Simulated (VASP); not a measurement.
**CoO: relaxation of cell and atoms with RPBE**

CoO:

```
Co O
1.0
     0.00000    2.13150    2.13150
     2.13150    0.00000    2.13150
     2.13150    2.13150    0.00000
Co O
1 1
Direct
  0.00000 0.00000 0.00000
  0.50000 0.50000 0.50000
```

```yaml
Program: VASP 6.6.1
Task: relaxation of cell and atoms
Functional: RPBE
Potentials_or_basis: VASP PAW PBE potentials, release 64 (Co, O)
Cutoff: 600 eV
k_mesh: 11 × 11 × 11
Occupations: fermi-dirac, width 0.05 eV
Spin: collinear spin, ferromagnetic start
Starting_moments: "[2.0, 0.0] μB"
Dipole_correction: no
Further_INCAR_settings: ALGO = Normal; EDIFF = 1e-06; IBRION = 2; EDIFFG = -0.01; NSW = 60; ISIF = 3
```

```
Relaxed volume                                        : 9.89 Å³/atom
Relaxed cell                                          : a = 3.036 Å, b = 3.036 Å, c = 3.036 Å, α = 60.00°, β = 60.00°, γ = 60.00°
Space group after relaxing (to 0.05 Å)                : Fm-3m (No. 225)
Energy gained by relaxing                             : 2.3 meV/atom
Ionic steps                                           : 3
Pressure after relaxing                               : 0.0 GPa
Band gap on the k mesh                                : zero (filled and empty bands overlap)
Net moment                                            : 2.96 μB per cell
Site moments                                          : Co +2.61; O +0.31 μB
Valence electrons inside the program's atomic spheres : Co 7.75; O 4.98
```

Step by step:
```tsv
step	energy change (eV)	largest force (eV/Å)	pressure (GPa)	volume (Å³)
1	0.0000	0.0000	3.60	19.37
2	-0.0035	0.0000	-1.60	19.98
3	-0.0045	0.0000	0.03	19.78
```

Final structure:
```cif
data_structure
_symmetry_space_group_name_H-M 'P 1'
_symmetry_Int_Tables_number 1
_cell_length_a 3.0357
_cell_length_b 3.0357
_cell_length_c 3.0357
_cell_angle_alpha 60.000
_cell_angle_beta 60.000
_cell_angle_gamma 60.000
_cell_volume 19.78
loop_
_atom_site_label
_atom_site_type_symbol
_atom_site_fract_x
_atom_site_fract_y
_atom_site_fract_z
_atom_site_occupancy
Co1 Co 0.00000 0.00000 0.00000 1
O1 O 0.50000 0.50000 0.50000 1
```

Levels at points of the mesh, in eV from the Fermi level:
Spin up:
```
           k point  band 5  band 6  band 7  band 8  band 9  band 10  band 11  band 12
(0.00, 0.00, 0.00)   -3.08   -3.08   -2.99   -2.99   -2.99     0.95    16.89    18.02
```
Spin down:
| k point | band 2 | band 3 | band 4 | band 5 | band 6 | band 7 | band 8 | band 9 | band 10 | band 11 |
| --- | --- | --- | --- | --- | --- | --- | --- | --- | --- | --- |
| (0.00, 0.00, 0.00) | -2.41 | -2.41 | -2.41 | -1.04 | -1.04 | -1.04 | 0.19 | 0.19 | 1.48 | 16.71 |

Run time: 53 s on 1 thread of Intel(R) Xeon(R) Platinum 8259CL CPU @ 2.50GHz (Skylake/Cascade Lake) (shared host), peak memory 0.17 GiB.

Caveat: the PAW data sets were made with another functional, which shifts forces and pressure a little; a cell with one magnetic atom can't hold antiferromagnetic order, which such compounds often take; semilocal functionals often make such compounds metallic where correlation or magnetic order opens a gap, which also shifts bond lengths. With open d or f shells a metallic result of RPBE can be an artefact of self-interaction; +U or a hybrid may open a gap.
